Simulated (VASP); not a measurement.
**Mg3SeO: single point with PBE**

Crystal: Mg3SeO.

```xyz
5
Lattice="4.1084 0.0000 0.0000 0.0000 4.1084 0.0000 0.0000 0.0000 6.9363" Properties=species:S:1:pos:R:3 pbc="T T T"
Mg    2.0542    0.0000    2.2578
Mg    2.0542    2.0542    6.4888
Mg    0.0000    2.0542    2.2578
Se    2.0542    2.0542    3.9152
O     0.0000    0.0000    1.9883
```

```yaml
Program: VASP 6.6.1
Task: single point
Functional: PBE
Potentials_or_basis: VASP PAW PBE potentials, release 64 (Mg, Se, O)
Cutoff: 520 eV
k_mesh: 10 × 10 × 6
Occupations: gaussian, width 0.1 eV
Spin: no spin polarisation
Dipole_correction: no
Further_INCAR_settings: ALGO = Normal; EDIFF = 1e-06; NBANDS = 17
```

The pressure is -0.1 GPa. The largest force is 0.012 eV/Å and the band gap on the k mesh is zero (band 9 reaches 2.32 eV, above the bottom of band 10 at 1.88 eV).

Forces on the atoms (eV/Å):
```
Mg   0.000  0.000 -0.002
Mg   0.000  0.000  0.010
Mg   0.000  0.000 -0.002
Se   0.000  0.000 -0.012
O    0.000  0.000  0.005
```

Stress tensor (GPa, compression positive):
```
-0.15  0.00  0.00
 0.00 -0.15  0.00
 0.00  0.00 -0.07
```

Levels at points of the mesh, in eV from the Fermi level:
```
           k point  band 7  band 8  band 9  band 10  band 11  band 12
(0.00, 0.00, 0.00)   -2.18   -1.87   -1.87     2.58     3.55     3.80
(0.50, 0.00, 0.00)   -2.81   -1.99   -1.27     0.70     2.21     3.74
(0.50, 0.50, 0.00)   -2.98   -2.98   -0.84     1.16     1.16     3.09
(0.00, 0.00, 0.50)   -1.89   -1.89   -0.94     0.18     3.73     3.98
(0.50, 0.00, 0.50)   -2.60   -1.98   -0.68    -0.13     1.87     4.29
(0.50, 0.50, 0.50)   -3.07   -3.03    0.31     1.13     1.13     2.66
```

Run time: 84 s on 1 thread of Intel(R) Xeon(R) 6975P-C (Granite Rapids), with other jobs on the host, peak memory 0.33 GiB.
